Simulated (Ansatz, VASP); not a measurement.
# HPbNO4: VASP beside Ansatz

Contents of POSCAR:

```
HPbNO4
1.0
    4.2040700000      0.0000000000      0.0000000000
    2.0217200000      3.8395200000      0.0000000000
    2.0468600000      1.2790000000      6.2813200000
H Pb N O
1 1 1 4
Direct
    0.8914500000      0.6820200000      0.6279600000
    0.1442600000      0.9287200000      0.8835200000
    0.2567000000      0.2886100000      0.3017100000
    0.8310800000      0.6505600000      0.7840500000
    0.3869400000      0.2238000000      0.1129500000
    0.3110400000      0.0357600000      0.4585600000
    0.0772600000      0.6063300000      0.3227500000
```

The input INCAR.step1:

```
SYSTEM = HPbNO4
ALGO     = Normal         ! electronic algorithm
EDIFF    = 1E-5           ! SCF threshold, eV
ENCUT    = 520            ! plane-wave cutoff, eV
GGA      = PE             ! functional
ISIF     = 2              ! what is computed and relaxed
ISMEAR   = -1             ! smearing method
LASPH    = .True.         ! aspherical terms in the spheres
LCHARG   = .False.        ! write CHGCAR
LREAL    = .False.        ! projectors in reciprocal space
LWAVE    = .True.         ! write WAVECAR
NBANDS   = 31             ! bands
NELM     = 100            ! most SCF steps
PREC     = Accurate       ! precision mode
SIGMA    = 0.05           ! smearing width, eV
```

The input INCAR.step2:

```
SYSTEM = HPbNO4
ALGO     = Normal         ! electronic algorithm
EDIFF    = 1E-7           ! SCF threshold, eV
ENCUT    = 520            ! plane-wave cutoff, eV
GGA      = PE             ! functional
HFSCREEN = 0.2079         ! screening, 1/A
ISIF     = 2              ! what is computed and relaxed
ISMEAR   = -1             ! smearing method
ISTART   = 1            
LASPH    = .True.         ! aspherical terms in the spheres
LCHARG   = .False.        ! write CHGCAR
LHFCALC  = .True.         ! exact exchange
LREAL    = .False.        ! projectors in reciprocal space
LWAVE    = .False.        ! write WAVECAR
NBANDS   = 31             ! bands
NELM     = 100            ! most SCF steps
PREC     = Accurate       ! precision mode
PRECFOCK = Fast         
SIGMA    = 0.05           ! smearing width, eV
```

KPOINTS

```
k-points
0
Gamma
  3 3 2
  0 0 0
```

File input.yaml:

```yaml
crystal:
  lattice:
    - [4.20407, 0.0, 0.0]
    - [2.02172, 3.83952, 0.0]
    - [2.04686, 1.279, 6.28132]
  atoms:
    - { symbol: H, position: [0.89145, 0.68202, 0.62796] }
    - { symbol: Pb, position: [0.14426, 0.92872, 0.88352] }
    - { symbol: "N", position: [0.2567, 0.28861, 0.30171] }
    - { symbol: O, position: [0.83108, 0.65056, 0.78405] }
    - { symbol: O, position: [0.38694, 0.2238, 0.11295] }
    - { symbol: O, position: [0.31104, 0.03576, 0.45856] }
    - { symbol: O, position: [0.07726, 0.60633, 0.32275] }
hamiltonian:
  xc: hse06
  pseudopotentials: { kind: paw }
kpoints:
  mp_grid: { grid: [3, 3, 2] }
scf:
  occupations: { method: fermi_dirac, width: 0.05 }
output:
  forces: true
  stress: true
  eigenvalues: true
  write_density: true
  write_potential: true
  elf: true
  volumetric_format: npy
```

Alike in both runs: task single point; functional HSE06; k mesh 3 × 3 × 2; occupations fermi-dirac, width 0.05 eV; no spin polarisation.

```csv
,VASP,Ansatz
version,VASP 6.6.1,Ansatz 0.2.0
potentials or method,"VASP PAW PBE potentials, release 64 (H, Pb_d, N, O)",Ansatz PAW
plane-wave cutoff (eV),520,420
valence electrons in the cell,44,44
```

```csv
,VASP,Ansatz,Ansatz less VASP
gap on the k mesh at the Fermi level (eV),4.14,4.18,+0.036
least direct gap on the mesh (eV),4.14,4.18,+0.036
pressure (GPa),-3.3,-4.2,-0.91
"traceless stress, the component that is largest in VASP (GPa)",2.02,3.14,+1.124
rms of the force components (eV/Å),0.395,0.599,+0.2042
```

Atom by atom the forces differ by 0.208 eV/Å (rms over components). With one functional, cell and mesh, what is left measures potentials, basis and numerics.

The k mesh is coarse, so the values compare programs but aren't converged. Spin-orbit coupling is off throughout. Noted on VASP's run: the standard files for N, O and F lose accuracy on very short bonds. Noted on Ansatz's run: odd divisions of the mesh miss points on the zone boundary, where band edges often lie, so the gap on the mesh can be too wide.
